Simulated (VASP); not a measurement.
# BeS2 (I4/mmm) in VASP: single point with PBE

Aim: the single point of BeS2 with PBE.

All numbers are computed with VASP 6.6.1; they aren't measurements. Logs are shortened: lines on timing, memory, paths and dates and some standing lists are left out, and cuts for length are marked.

**1. The cell of the first run**

The structure is tetragonal, space group I4/mmm (No. 139). Conventional cell: a = 4.424 Å, b = 4.424 Å, c = 4.991 Å, α = 90.00°, β = 90.00°, γ = 90.00°. Be (site symmetry 4/mmm) has 4 S at 2.21 Å within 2.9 Å. S (site symmetry mmm) has 2 Be at 2.21 Å and 2 S at 2.50 Å within 2.9 Å.

**2. Single point, PBE**

Contents of POSCAR:

```
BeS2
1.0
   -2.2120639132      2.2120639132      2.4952504211
    2.2120639132     -2.2120639132      2.4952504211
    2.2120639132      2.2120639132     -2.4952504211
Be S
1 2
Direct
    0.0000000000      0.0000000000      0.0000000000
    0.5000000000      0.0000000000      0.5000000000
    0.0000000000      0.5000000000      0.5000000000
```

Contents of INCAR.step1:

```
PREC = Accurate ; ENCUT = 520
EDIFF = 1E-6 ; ISMEAR = 0
SIGMA = 0.1 ; LREAL = F
LASPH = T ; NELM = 80
ALGO = Normal ; ISIF = 2
LWAVE = F ; LCHARG = T
GGA = PE ; NBANDS = 14
```

Contents of KPOINTS.step1:

```
regular mesh
0
Gamma
  14 14 14
```

Contents of INCAR.step2:

```
PREC = Accurate ; ENCUT = 520
EDIFF = 1E-6 ; ISMEAR = -5
SIGMA = 0.1 ; LREAL = F
LASPH = T ; NELM = 80
ALGO = Normal ; ISIF = 2
LWAVE = F ; LCHARG = F
GGA = PE ; LORBIT = 11
NBANDS = 14 ; NEDOS = 2001
ICHARG = 11
```

Contents of KPOINTS.step2:

```
regular mesh
0
Gamma
  21 21 21
```

Potentials or basis: VASP PAW PBE potentials, release 64 (Be, S).

Command:

```console
$ cat potpaw_PBE.64/Be/POTCAR potpaw_PBE.64/S/POTCAR > POTCAR
$ cp INCAR.step1 INCAR
$ cp KPOINTS.step1 KPOINTS
$ mpirun -np 1 vasp_std > vasp.out
$ cp INCAR.step2 INCAR
$ cp KPOINTS.step2 KPOINTS
$ mpirun -np 1 vasp_std > vasp.out
```

OUTCAR:

```text
PREC = Accurate
   ENCUT = 520
   EDIFF = 1E-6
   ISMEAR = -5
   LREAL = F
   LASPH = T
   NELM = 80
   ISIF = 2
   GGA = PE
   LORBIT = 11
   ICHARG = 11

 ion  position               nearest neighbor table
   1  0.000  0.000  0.000-   2 2.21   3 2.21   3 2.21   2 2.21
   2  0.500  0.000  0.500-   1 2.21   1 2.21   3 2.50   3 2.50
   3  0.000  0.500  0.500-   1 2.21   1 2.21   2 2.50   2 2.50

  LATTYP: Found a body centered tetragonal cell.
 ALAT       =     4.4241278264
 C/A-ratio  =     1.1280191346

  Lattice vectors:

 A1 = (  -2.2120639132,   2.2120639132,   2.4952504211)
 A2 = (   2.2120639132,  -2.2120639132,   2.4952504211)
 A3 = (   2.2120639132,   2.2120639132,  -2.4952504211)

Analysis of symmetry for initial positions (statically):
=====================================================================
 Subroutine PRICEL returns:
 Original cell was already a primitive cell.

 Routine SETGRP: Setting up the symmetry group for a
 body centered tetragonal supercell.

 Subroutine GETGRP returns: Found 16 space group operations
 (whereof 16 operations were pure point group operations)
 out of a pool of 16 trial point group operations.

The static configuration has the point symmetry D_4h.

Analysis of symmetry for dynamics (positions and initial velocities):
=====================================================================
 Subroutine PRICEL returns:
 Original cell was already a primitive cell.

 Routine SETGRP: Setting up the symmetry group for a
 body centered tetragonal supercell.

 Subroutine GETGRP returns: Found 16 space group operations
 (whereof 16 operations were pure point group operations)
 out of a pool of 16 trial point group operations.

The dynamic configuration has the point symmetry D_4h.

 Subroutine INISYM returns: Found 16 space group operations
 (whereof 16 operations are pure point group operations),
 and found     1 'primitive' translations

----------------------------------------------------------------------------------------

                                     Primitive cell

  volume of cell :      48.8393

  direct lattice vectors                    reciprocal lattice vectors
    -2.212063913  2.212063913  2.495250421     0.000000000  0.226033252  0.200380690
     2.212063913 -2.212063913  2.495250421     0.226033252  0.000000000  0.200380690
     2.212063913  2.212063913 -2.495250421     0.226033252  0.226033252  0.000000000

  length of vectors
     4.001590706  4.001590706  4.001590706     0.302065310  0.302065310  0.319659291

  position of ions in fractional coordinates (direct lattice)
     0.000000000  0.000000000  0.000000000
     0.500000000  0.000000000  0.500000000
     0.000000000  0.500000000  0.500000000

  ion indices of the primitive-cell ions
   primitive index   ion index
                 1           1
                 2           2
                 3           3

----------------------------------------------------------------------------------------

 KPOINTS: regular mesh

Automatic generation of k-mesh.
 Grid dimensions read from file:
 generate k-points for:   21   21   21

 Generating k-lattice:

  Cartesian coordinates                     Fractional coordinates (reciprocal lattice)
     0.000000000  0.010763488  0.009541938     0.047619048  0.000000000 -0.000000000
     0.010763488  0.000000000  0.009541938     0.000000000  0.047619048 -0.000000000
     0.010763488  0.010763488  0.000000000     0.000000000  0.000000000  0.047619048

  Length of vectors
     0.014384062  0.014384062  0.015221871

  Shift w.r.t. Gamma in fractional coordinates (k-lattice)
     0.000000000  0.000000000  0.000000000

 TETIRR: Found  11769 inequivalent tetrahedra from    55566

 Subroutine IBZKPT returns following result:
 ===========================================

 Found    726 irreducible k-points:

 Following reciprocal coordinates:
            Coordinates               Weight
  0.000000  0.000000  0.000000      1.000000
  0.047619  0.000000  0.000000      8.000000
  0.095238 -0.000000  0.000000      8.000000
  0.142857  0.000000 -0.000000      8.000000
  0.190476 -0.000000  0.000000      8.000000
  0.238095  0.000000 -0.000000      8.000000
[... 16 lines left out ...]
 -0.428571  0.047619  0.000000     16.000000
 -0.380952  0.047619  0.000000     16.000000
 [... further k-points ...]
   k-points           NKPTS =    726   k-points in BZ     NKDIM =    726   number of bands    NBANDS=     14
   number of dos      NEDOS =   2001   number of ions     NIONS =      3
   total plane-waves  NPLWV =  27000
   dimension x,y,z NGX =    30 NGY =   30 NGZ =   30
   dimension x,y,z NGXF=    60 NGYF=   60 NGZF=   60
   ions per type =               1   2
   NGX,Y,Z   is equivalent  to a cutoff of  12.46, 12.46, 12.46 a.u.
   NGXF,Y,Z  is equivalent  to a cutoff of  24.93, 24.93, 24.93 a.u.
 SYSTEM =  unknown system
   PREC   = accura    normal or accurate (medium, high low for compatibility)
   ISTART =      0    job   : 0-new  1-cont  2-samecut
   ICHARG =     11    charge: 1-file 2-atom 10-const
   ISPIN  =      1    spin polarized calculation?
   LNONCOLLINEAR =      F non collinear calculations
   LSORBIT =      F    spin-orbit coupling
   LASPH  =      T    aspherical Exc in radial PAW
   ENCUT  =  520.0 eV  38.22 Ry    6.18 a.u.   7.44  7.44  7.44*2*pi/ulx,y,z
   NELM   =     80;   NELMIN=  2; NELMDL=  0     # of ELM steps
   EDIFF  = 0.1E-05   stopping-criterion for ELM
   LREAL  =      F    real-space projection
   EDIFFG = 0.1E-04   stopping-criterion for IOM
   NSW    =      0    number of steps for IOM
   IBRION =     -1    ionic relax: 0-MD 1-quasi-New 2-CG
   NFREE  =      0    steps in history (QN), initial steepest desc. (CG)
   ISIF   =      2    stress and relaxation
   ISYM   =      2    0-nonsym 1-usesym 2-fastsym
   POTIM  = 0.5000    time-step for ionic-motion
   TEBEG  =    0.0;   TEEND  =   0.0 temperature during run
   PSTRESS=    0.0 pullay stress
   NELECT =      14.0000    total number of electrons
   NUPDOWN=      -1.0000    fix difference up-down
   EMIN   =  10.00;   EMAX   =-10.00  energy-range for DOS
   EFERMI =   0.00;   METHOD = LEGACY
   ISMEAR =    -5;   SIGMA  =   0.10  broadening in eV -4-tet -1-fermi 0-gaus
   EFERMI_NEDOS =   21; number of points for ismear=-14 and -15
   IALGO  =     38    algorithm
   IMIX   =      4    mixing-type and parameters
     AMIX     =   0.40;   BMIX     =  1.00
     AMIX_MAG =   1.60;   BMIX_MAG =  1.00
  volume/ion in A,a.u.               =      16.28       109.86
  Fermi-wavevector in a.u.,A,eV,Ry     =   1.079430  2.039826 15.853079  1.165168
  Thomas-Fermi vector in A             =   2.215394
   LORBIT       =     11    0 simple, 1 ext, 2 COOP (PROOUT), +10 PAW based schemes
   GGA     = PE    functional components
   LHFCALC =     F    Hartree Fock is set to
   AEXX    =    0.0000 exact exchange contribution
   IVDW    =     0    specifies the selected vdW correction
   LEPSILON=     F    determine dielectric tensor
   LRPA    =     F    only Hartree local field effects (RPA)
 non-spin polarized calculation
 Fermi weights with tetrahedron method with Bloechl corrections
  energy-cutoff  :      520.00
  volume of cell :       48.84
 maximum number of plane-waves:      1339
 NGX is ok and might be reduce to    30

 number of electron      14.0000002 magnetization

 Free energy of the ion-electron system (eV)
  ---------------------------------------------------
  ext. energy  EPLUGINS =         0.00000000
  ---------------------------------------------------
  free energy    TOTEN  =       -11.43223676 eV

  energy without entropy =      -11.43223676  energy(sigma->0) =      -11.43223676

 E-fermi :   5.4881     XC(G=0):  -9.7924

 val. band max:        5.5259991624   @ k =   0.3333   0.2857  -0.0000
 cond. band min:       5.4247528576   @ k =   0.4286   0.1905   0.1429
 fundamental gap:     -0.1012463048
 Fermi energy:         5.4881025681

 k-point     1 :       0.0000    0.0000    0.0000
  band No.  band energies     occupation
      1     -10.0951      2.00000
      2      -4.4581      2.00000
      3       0.1396      2.00000
      4       1.2414      2.00000
      5       1.2414      2.00000
      6       4.1080      2.00000
      7       4.1080      2.00000
      8       7.0532      0.00000
      9       8.2477      0.00000
     10      10.0699      0.00000
     11      10.0699      0.00000
     12      10.5340      0.00000
     13      10.9083      0.00000
     14      11.8912      0.00000

 k-point     2 :       0.0476    0.0000    0.0000
  band No.  band energies     occupation
      1     -10.0741      2.00000
      2      -4.5195      2.00000
      3       0.1925      2.00000
      4       1.2272      2.00000
      5       1.2368      2.00000
      6       4.0610      2.00000
      7       4.0771      2.00000
      8       7.1110      0.00000
      9       8.1470      0.00000
     10       9.9152      0.00000
     11      10.1350      0.00000
     12      10.7060      0.00000
     13      10.9857      0.00000
     14      12.0346      0.00000

 k-point     3 :       0.0952   -0.0000    0.0000
  band No.  band energies     occupation
      1     -10.0111      2.00000
      2      -4.6948      2.00000
      3       0.3425      2.00000
      4       1.1868      2.00000
      5       1.2235      2.00000
      6       3.9337      2.00000
      7       3.9900      2.00000
      8       7.2345      0.00000
      9       7.9410      0.00000
     10       9.6246      0.00000
     11      10.3278      0.00000
     12      11.0194      0.00000
     13      11.2124      0.00000
     14      12.4594      0.00000

 k-point     4 :       0.1429    0.0000   -0.0000
  band No.  band energies     occupation
      1      -9.9066      2.00000
      2      -4.9623      2.00000
      3       0.5680      2.00000
      4       1.1251      2.00000
      5       1.2045      2.00000
      6       3.7552      2.00000
      7       3.8609      2.00000
      8       7.2071      0.00000
      9       7.8911      0.00000
     10       9.3292      0.00000
     11      10.6412      0.00000
     12      11.3635      0.00000
     13      11.5736      0.00000
     14      13.1146      0.00000

 k-point     5 :       0.1905   -0.0000    0.0000
  band No.  band energies     occupation
      1      -9.7612      2.00000
      2      -5.2970      2.00000
      3       0.8319      2.00000
      4       1.0495      2.00000
      5       1.1973      2.00000
      6       3.5536      2.00000
      7       3.7078      2.00000
      8       6.9085      0.00000
      9       8.0834      0.00000
     10       9.1417      0.00000
     11      11.0657      0.00000
[... 276 lines left out ...]
 k-point    22 :      -0.4762    0.0476    0.0000
  band No.  band energies     occupation
      1      -8.3147      2.00000
      2      -7.4982      2.00000
      3       0.3784      2.00000
      4       1.2212      2.00000
      5       2.4916      2.00000
      6       2.7737      2.00000
      7       3.3308      2.00000
      8       4.5696      2.11094
      9       9.4139      0.00000
     10      10.6090      0.00000
     11      10.8311      0.00000
     12      14.5827      0.00000
     13      15.2483      0.00000
     14      15.6338      0.00000

 k-point    23 :      -0.4286    0.0476    0.0000
  band No.  band energies     occupation
      1      -8.6502      2.00000
      2      -7.0880      2.00000
      3       0.4233      2.00000
      4       1.2482      2.00000
      5       2.3139      2.00000
      6       2.5625      2.00000
      7       3.3677      2.00000
      8       5.0925      1.73393
      9       9.1997      0.00000
     10      10.3359      0.00000
     11      11.2041      0.00000
     12      13.8765      0.00000
     13      14.6720      0.00000
     14      15.1818      0.00000

 k-point    24 :      -0.3810    0.0476    0.0000
  band No.  band energies     occupation
      1      -8.9562      2.00000
      2      -6.6675      2.00000
      3       0.4917      2.00000
      4       1.2717      2.00000
      5       1.9113      2.00000
      6       2.6557      2.00000
      7       3.4390      2.00000
      8       5.6187      0.73766
      9       8.9376      0.00000
     10       9.9566      0.00000
     11      11.7382      0.00000
     12      13.1569      0.00000
     13      14.0371      0.00000
     14      14.5920      0.00000

 [... further k-points ...]

------------------------ aborting loop because EDIFF is reached ----------------------------------------

  FORCE on cell =-STRESS in cart. coord.  units (eV):
  Direction    XX          YY          ZZ          XY          YZ          ZX
  --------------------------------------------------------------------------------------
  -------------------------------------------------------------------------------------
  Total       -0.0229209     -0.0229209     -0.0421161      0.0000000     -0.0000000      0.0000000
  in kB       -0.7519217     -0.7519217     -1.3816231      0.0000000     -0.0000000      0.0000000
  external PRESSURE =      -0.9618222 kB  Pullay stress =       0.0000000 kB

 VOLUME and BASIS-vectors are now :
 -----------------------------------------------------------------------------
  energy-cutoff  :      520.00
  volume of cell :       48.84
      direct lattice vectors                 reciprocal lattice vectors
    -2.212063913  2.212063913  2.495250421     0.000000000  0.226033252  0.200380690
     2.212063913 -2.212063913  2.495250421     0.226033252  0.000000000  0.200380690
     2.212063913  2.212063913 -2.495250421     0.226033252  0.226033252  0.000000000

 POSITION                                       TOTAL-FORCE (eV/Angst)
 -----------------------------------------------------------------------------------
      0.00000      0.00000      0.00000        -0.000000     -0.000000     -0.000000
      0.00000      2.21206      0.00000         0.000000      0.000000      0.000000
      2.21206      0.00000      0.00000        -0.000000     -0.000000     -0.000000
 -----------------------------------------------------------------------------------
    total drift:                               -0.000000     -0.000000      0.000000

  FREE ENERGIE OF THE ION-ELECTRON SYSTEM (eV)
  ---------------------------------------------------
  free  energy   TOTEN  =       -11.4322367572 eV

  energy  without entropy=      -11.4322367572  energy(sigma->0) =      -11.43223676

 total charge

# of ion       s       p       d       tot
------------------------------------------
    1        0.326   0.449   0.000   0.775
    2        1.375   2.279   0.000   3.654
    3        1.375   2.279   0.000   3.654
--------------------------------------------------
tot          3.076   5.007   0.000   8.083
```

Wall time 9.2 min (1 thread of AMD EPYC 7R43 (Zen 3), shared host); peak memory 0.48 GiB.

What came out:

* Valence electrons inside the program's atomic spheres: Be 0.78; S 3.65

Levels at points of the mesh, in eV from the Fermi level:
```csv
k point,band 5,band 6,band 7,band 8,band 9,band 10
"(0.00, 0.00, 0.00)",-4.25,-1.38,-1.38,1.57,2.76,4.58
```
